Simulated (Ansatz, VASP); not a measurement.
# GaF: VASP beside Ansatz

```
Ga F
1.0
     3.16592    0.00000    0.00000
     0.00000    3.16592    0.00000
     0.00000    0.00000    3.16592
Ga F
1 1
Direct
  0.00000 0.00000 0.00000
  0.50000 0.50000 0.50000
```

Alike in both runs: task relaxation of cell and atoms; functional PBE0; k mesh 4 × 4 × 4; occupations fermi-dirac, width 0.05 eV; no spin polarisation.

|  | VASP | Ansatz |
| --- | --- | --- |
| version | VASP 6.6.1 | Ansatz 0.2.0 |
| potentials or method | VASP PAW PBE potentials, release 64 (Ga_d, F) | Ansatz PAW |
| plane-wave cutoff (eV) | 600 | 420 |
| valence electrons in the cell | 20 | 20 |

|  | VASP | Ansatz | Ansatz less VASP |
| --- | --- | --- | --- |
| gap on the k mesh at the Fermi level, each at its own relaxed structure (eV) | 1.44 | 1.42 | -0.018 |
| relaxed volume (Å³/atom) | 15.79 | 15.90 | +0.101 |
| relaxed cell length with the largest relative difference (Å) | 3.161 | 3.168 | +0.0067 |

The k mesh is coarse, so the values compare programs but aren't converged. Noted on Ansatz's run: the plane-wave basis is chosen anew once the cell has moved, so the energies of steps on either side of that aren't comparable.
